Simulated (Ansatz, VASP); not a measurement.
AlN in VASP and in Ansatz

POSCAR

```
AlN
1.0
    0.0000000000      2.2504476450      2.1521271168
    2.2504476450      0.0000000000      2.1521271168
    2.2504476450      2.2504476450      0.0000000000
Al N
1 1
Direct
    0.0000000000      0.0000000000      0.0000000000
    0.7500000000      0.7500000000      0.7500000000
```

File INCAR.step1:

```
SYSTEM = AlN
PREC = Accurate
ENCUT = 520
ISMEAR = 0
SIGMA = 0.05
LREAL = .False.
LASPH = .True.
NELM = 100
NBANDS = 11
GGA = PE
ALGO = Normal
EDIFF = 1E-4
LWAVE = .True.
LCHARG = .False.
```

INCAR.step2

```
SYSTEM = AlN
PREC = Accurate
ENCUT = 520
EDIFF = 1E-7
ISMEAR = 0
SIGMA = 0.05
LREAL = .False.
LASPH = .True.
NELM = 100
ALGO = Normal
ISIF = 2
LWAVE = .False.
LCHARG = .False.
METAGGA = R2SCAN
LMIXTAU = .True.
NBANDS = 11
ISTART = 1
```

The input KPOINTS:

```
Automatic mesh
0
Gamma
  10 10 10
  0 0 0
```

Input for Ansatz:

```yaml
crystal:
  lattice:
    - [0.0, 2.250447645, 2.1521271168]
    - [2.250447645, 0.0, 2.1521271168]
    - [2.250447645, 2.250447645, 0.0]
  atoms:
    - { symbol: Al, position: [0.0, 0.0, 0.0] }
    - { symbol: "N", position: [0.75, 0.75, 0.75] }
basis:
  ecutwfc: 500
kpoints:
  mp_grid: { grid: [10, 10, 10] }
hamiltonian:
  xc: r2scan
scf:
  occupations: { method: gaussian, width: 0.05 }
output:
  forces: true
  stress: true
  eigenvalues: true
```

Change from the starting cell: strain +0.030 along x and y, -0.015 along z, atoms carried along.

Alike in both runs: task single point; functional r2SCAN; k mesh 10 × 10 × 10; occupations gaussian, width 0.05 eV; no spin polarisation.

```csv
,VASP,Ansatz
version,VASP 6.6.1,Ansatz 0.2.0
potentials or method,"VASP PAW PBE potentials, release 64 (Al, N), cutoff 520 eV","scalar-relativistic, plane waves, PAW"
valence electrons in the cell,8,8
```

```tsv
	VASP	Ansatz	Ansatz less VASP
gap on the k mesh at the Fermi level (eV)	3.67	3.67	+0.006
least direct gap on the mesh (eV)	4.35	4.31	-0.037
pressure (GPa)	-9.0	-8.7	+0.40
traceless stress, the component that is largest in VASP (GPa)	3.94	3.93	-0.013
```

VASP's potentials were made for PBE, not for r2SCAN. The functional is the same, so the differences come from potentials, cutoffs and numerics.
